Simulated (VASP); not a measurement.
# H6C2O in VASP: a series of runs, part 2 of 2

VASP 6.6.1. The steps go on from the part before.

## Step 3: Single point, PBE+D3(BJ)

This run uses another cell than the first one, of 4.12 Å³/atom, 0.348 times its volume.

The input, INCAR:

```
SYSTEM = H6C2O
PREC     = Accurate       ! precision mode
ENCUT    = 520            ! plane-wave cutoff, eV
EDIFF    = 1E-6           ! SCF threshold, eV
ISMEAR   = -1             ! smearing method
SIGMA    = 0.02           ! smearing width, eV
LREAL    = Auto         
LASPH    = .TRUE.         ! aspherical terms in the spheres
NELM     = 120            ! most SCF steps
ALGO     = Normal         ! electronic algorithm
ISIF     = 2              ! what is computed and relaxed
LWAVE    = .FALSE.        ! write WAVECAR
LCHARG   = .FALSE.        ! write CHGCAR
GGA      = PE             ! functional
IVDW     = 12             ! dispersion correction
NBANDS   = 64             ! bands
GGA_COMPAT= .FALSE.
```

The input, KPOINTS:

```
regular mesh
0
G
  1 1 1
  0 0 0
```

The input, POSCAR:

```
H6C2O
1.0
    5.2951090000      0.0000000000      0.0000000000
    0.0000000000      5.2951090000      0.0000000000
    0.0000000000      0.0000000000      5.2951090000
C O H
8 4 24
Direct
    0.2256610770      0.6432539916      0.8188311138
    0.0831333217      0.8933527147      0.7659710121
    0.5531519748      0.4052418940      0.2273041027
    0.3879806818      0.6055965987      0.3036764682
    0.5388557629      0.1397893792      0.7034038393
    0.7678028913      0.3018823597      0.7235922811
    0.2819771982      0.0045324846      0.2395795818
    0.0630581920      0.1119901403      0.3310791147
   -0.1664177262      0.9115770799      0.7560939728
    0.1239256831      0.6208370781      0.3472260911
    0.7157737452      0.5318870679      0.6191940525
   -0.0566182868      0.2569729915      0.1502896352
   -0.2471148375      0.7344702441      0.7597766165
    0.1232269251      1.0210554684      0.9154108065
    0.1908931431      0.9767126607      0.6232166326
    0.3844868916      0.7262362305      0.9300658400
    0.1416590291      0.5052587208      0.9386964461
    0.3021467547      0.5424250946      0.6760578489
    0.1251343457      0.7214204656      0.5056930839
    0.4642586205      0.6957175008      0.4729081120
    0.4551936513      0.7513726346      0.1769179822
    0.6661052681      0.4879408526      0.0853051373
    0.6129807715      0.2679642666      0.3507009960
    0.4235418006      0.3329676500      0.0662309312
    0.8145630241      0.5500170063      0.4423516116
    0.7917306329      0.3361026185      0.9100662517
    0.9351648852      0.2430544867      0.6483341514
    0.4791402783      0.0376007368      0.8734286679
    0.3862432294      0.2558776410      0.6400434816
    0.5565324529     -0.0066854148      0.5715274228
    0.0299521691      0.3953837400      0.1047948210
   -0.1016976232      0.0044758285      0.4081502383
    0.1506106862      0.2420913337      0.4605759768
    0.3927397906     -0.0491396872      0.3927586760
    0.2098729224     -0.1487410363      0.1354457481
    0.4303216421      0.0647012177      0.1287603334
```

Potentials or basis: VASP PAW PBE potentials, release 64 (C, O, H).

Run with:

```console
$ cat potpaw_PBE.64/C/POTCAR potpaw_PBE.64/O/POTCAR potpaw_PBE.64/H/POTCAR > POTCAR
$ mpirun -np 1 vasp_gam > vasp.out
```

OUTCAR:

```text
SYSTEM = H6C2O
   PREC = Accurate
   ENCUT = 520
   EDIFF = 1E-6
   ISMEAR = -1
   LREAL = Auto
   LASPH = .TRUE.
   NELM = 120
   ISIF = 2
   GGA = PE
   IVDW = 12
 IVDW          = 12

 ion  position               nearest neighbor table
   1  0.226  0.643  0.819-  18 1.01  17 1.07  16 1.12   2 1.55
   2  0.083  0.893  0.766-  15 1.04  14 1.06   9 1.33   1 1.55
   3  0.553  0.405  0.227-  23 1.03  22 1.06  24 1.16   4 1.43
   4  0.388  0.606  0.304-  21 1.08  20 1.09  10 1.42   3 1.43
   5  0.539  0.140  0.703-  30 1.05  29 1.07  28 1.10   6 1.49   9 1.99
   6  0.768  0.302  0.724-  26 1.01  27 1.02  11 1.37   5 1.49
   7  0.282  0.005  0.240-  36 1.03  34 1.04  35 1.05   8 1.38
   8  0.063  0.112  0.331-  33 1.08  32 1.12   7 1.38  12 1.38
   9  0.834  0.912  0.756-  13 1.03   2 1.33   5 1.99
  10  0.124  0.621  0.347-  19 0.99   4 1.42
  11  0.716  0.532  0.619-  25 1.08  13 1.32   6 1.37
  12  0.943  0.257  0.150-  31 0.90   8 1.38
  13  0.753  0.734  0.760-   9 1.03  11 1.32
  14  0.123  0.021  0.915-   2 1.06
  15  0.191  0.977  0.623-   2 1.04
  16  0.384  0.726  0.930-   1 1.12
  17  0.142  0.505  0.939-   1 1.07
  18  0.302  0.542  0.676-   1 1.01
  19  0.125  0.721  0.506-  10 0.99
[... 254 lines left out ...]
      1     -19.0287      2.00000
      2     -18.1620      2.00000
      3     -17.7488      2.00000
      4     -17.2549      2.00000
      5     -12.4916      2.00000
      6     -11.2674      2.00000
[... 44 lines left out ...]
     51      12.7930      0.00000
     52      12.8421      0.00000
 [bands above 52 left out]

------------------------ aborting loop because EDIFF is reached ----------------------------------------

 Edisp (eV)   -3.61174

 E8    (eV) :    -0.8146

  FORCE on cell =-STRESS in cart. coord.  units (eV):
  Direction    XX          YY          ZZ          XY          YZ          ZX
  --------------------------------------------------------------------------------------
  -------------------------------------------------------------------------------------
  Total      48.87631    75.80434    57.84534   -10.85140    -3.63817     7.66558
  in kB     527.45363   818.05020   624.24376  -117.10401   -39.26168    82.72391
  external pressure =      656.58 kB  Pullay stress =        0.00 kB

 VOLUME and BASIS-vectors are now :
 -----------------------------------------------------------------------------
  energy-cutoff  :      520.00
  volume of cell :      148.47
      direct lattice vectors                 reciprocal lattice vectors
     5.295109000  0.000000000  0.000000000     0.188853525  0.000000000  0.000000000
     0.000000000  5.295109000  0.000000000     0.000000000  0.188853525  0.000000000
     0.000000000  0.000000000  5.295109000     0.000000000  0.000000000  0.188853525

 POSITION                                       TOTAL-FORCE (eV/Angst)
 -----------------------------------------------------------------------------------
      1.19490      3.40610      4.33580        -0.529133      2.682821      2.928461
      0.44020      4.73040      4.05590         1.644190     -1.962653      2.782487
      2.92900      2.14580      1.20360        -4.959125      0.234237     -3.743841
      2.05440      3.20670      1.60800         2.242292      1.436778      2.246272
      2.85330      0.74020      3.72460        -1.131204      1.506019      0.758429
      4.06560      1.59850      3.83150        -2.498931      0.064501     -0.309411
[... 28 lines left out ...]
      1.11130      4.50751      0.71720        -0.201852      0.141829     -0.086063
      2.27860      0.34260      0.68180         0.484478      1.385304     -1.102247
 -----------------------------------------------------------------------------------
    total drift:                                0.017155      0.009438      0.012871

  FREE ENERGIE OF THE ION-ELECTRON SYSTEM (eV)
  ---------------------------------------------------
  free  energy   TOTEN  =      -167.6642259119 eV

  energy  without entropy=     -167.6642259119  energy(sigma->0) =     -167.66422591
```

OSZICAR:

```text
N       E                     dE             d eps       ncg     rms          rms(c)
DAV:   1     0.547729280863E+03    0.54773E+03   -0.46548E+04   128   0.124E+03
DAV:   2    -0.131087304115E+03   -0.67882E+03   -0.62498E+03   168   0.302E+02
DAV:   3    -0.179712508955E+03   -0.48625E+02   -0.48064E+02   160   0.816E+01
DAV:   4    -0.180353645154E+03   -0.64114E+00   -0.63947E+00   160   0.103E+01
DAV:   5    -0.180362439666E+03   -0.87945E-02   -0.87914E-02   152   0.121E+00    0.247E+01
DAV:   6    -0.166287591025E+03    0.14075E+02   -0.19056E+01   152   0.175E+01    0.125E+01
DAV:   7    -0.164194531927E+03    0.20931E+01   -0.61738E+00   160   0.106E+01    0.587E+00
DAV:   8    -0.164053940774E+03    0.14059E+00   -0.86020E-01   152   0.433E+00    0.147E+00
DAV:   9    -0.164049179850E+03    0.47609E-02   -0.86508E-02   152   0.154E+00    0.476E-01
DAV:  10    -0.164051695678E+03   -0.25158E-02   -0.14490E-02   152   0.499E-01    0.167E-01
DAV:  11    -0.164052223390E+03   -0.52771E-03   -0.18895E-03   144   0.263E-01    0.837E-02
DAV:  12    -0.164052390434E+03   -0.16704E-03   -0.49931E-04   152   0.124E-01    0.304E-02
DAV:  13    -0.164052472741E+03   -0.82307E-04   -0.18954E-04   144   0.597E-02    0.172E-02
DAV:  14    -0.164052478544E+03   -0.58022E-05   -0.13424E-05   152   0.218E-02    0.581E-03
DAV:  15    -0.164052480882E+03   -0.23382E-05   -0.52873E-06   144   0.102E-02    0.179E-03
DAV:  16    -0.164052481157E+03   -0.27561E-06   -0.35409E-07   112   0.284E-03
   1 F= -.16766423E+03 E0= -.16766423E+03  d E =-.341156E-11
```

stdout:

```text
POSCAR found type information on POSCAR C O H
 POSCAR found :  3 types and      36 ions
 scaLAPACK will be used
 LDA part: xc-table for (Slater+PW92), standard interpolation
 POSCAR, INCAR and KPOINTS ok, starting setup
 FFT: planning ... GRIDC
 FFT: planning ... GRID_SOFT
 FFT: planning ... GRID
 WAVECAR not read
 entering main loop
```

It took 18 s on 1 thread of Intel Xeon 6975P-C (Granite Rapids), shared host; peak memory 0.32 GiB.

What came out:

```yaml
Free_energy: -167.6642 eV
Pressure: 65.7 GPa
Largest_force: 6.218 eV/Å
Band_gap_on_the_k_mesh: 4.86 eV
Dispersion_energy_per_atom: -0.100 eV
```

Forces on the atoms (eV/Å):
```
C   -0.529  2.683  2.928
C    1.644 -1.963  2.782
C   -4.959  0.234 -3.744
C    2.242  1.437  2.246
C   -1.131  1.506  0.758
C   -2.499  0.065 -0.309
C   -1.122 -1.575 -0.551
C   -0.892  3.839 -0.942
O    0.428 -2.616  0.816
O    0.246 -1.577 -0.050
O    2.426  1.593 -2.344
O   -2.150 -5.136  1.260
H    0.328  0.019 -0.704
H    0.676  0.269  0.073
H    0.022  0.264 -1.208
H   -0.309 -0.883 -1.002
H   -0.072  0.491 -0.374
H    0.680 -1.111 -1.482
H   -0.656 -0.655 -1.253
H    0.003 -0.455 -0.394
H    0.256 -1.486  0.022
H    1.057  1.244  0.629
H    0.277 -1.052  0.298
H    1.187  0.084  1.032
H   -1.129 -0.171  2.869
H    0.323 -0.045  1.119
H    1.109 -0.509 -0.420
H    0.612  0.768 -0.611
H   -0.587  0.320  0.129
H    0.315 -0.661 -0.836
H    2.347  3.444 -0.268
H    0.777 -0.435 -0.353
H   -0.856  0.656  0.841
H   -0.347 -0.111  0.230
H   -0.202  0.142 -0.086
H    0.484  1.385 -1.102
```

Levels at points of the mesh, in eV from the valence-band top:
| k point | band 36 | band 37 | band 38 | band 39 | band 40 | band 41 | band 42 | band 43 | band 44 | band 45 |
| --- | --- | --- | --- | --- | --- | --- | --- | --- | --- | --- |
| (0.00, 0.00, 0.00) | -1.63 | -1.32 | -1.10 | -0.63 | 0.00 | 4.86 | 5.44 | 6.54 | 6.86 | 7.01 |

Caveat: the k points lie up to 1.19 Å⁻¹ apart.
